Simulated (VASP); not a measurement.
ZnO, 4 atoms in the cell. It takes space group I4/mmm (No. 139, tetragonal). Conventional cell: a = 3.937 Å, b = 3.937 Å, c = 6.931 Å, α = 90.00°, β = 90.00°, γ = 90.00°. Within 2.5 Å of Zn (site symmetry 4/mmm) lie 2 O at 1.91 Å. Within 2.1 Å of Zn (site symmetry 4/mmm) lie 2 O at 1.56 Å. Within 2.1 Å of O (site symmetry 4mm) lie 2 Zn at 1.56 to 1.91 Å. 

| Quantity | Value |
| --- | --- |
| Program | VASP 6.6.1 |
| Task | single point |
| Functional | PBE |
| Potentials or basis | VASP PAW PBE potentials, release 64 (Zn, O) |
| Cutoff | 520 eV |
| k mesh | 6 × 6 × 6 |
| Occupations | gaussian, width 0.1 eV |
| Spin | no spin polarisation |
| Dipole correction | no |
| Further INCAR settings | ALGO = Normal; EDIFF = 1e-07; NBANDS = 26 |

Potentials or basis: VASP PAW PBE potentials, release 64 (Zn, O).

Command:

```sh
$ cat potpaw_PBE.64/Zn/POTCAR potpaw_PBE.64/O/POTCAR > POTCAR
$ mpirun -np 1 vasp_std > vasp.out
```

Hardware: 1 thread of Intel(R) Xeon(R) 6975P-C (Granite Rapids), with other jobs on the host.

Problem. Estimate the wall time of this run.

Solution. It took 22 s on 1 thread of Intel(R) Xeon(R) 6975P-C (Granite Rapids) (shared host), peak memory 0.21 GiB. Counts: scf iterations 16, k points 30.
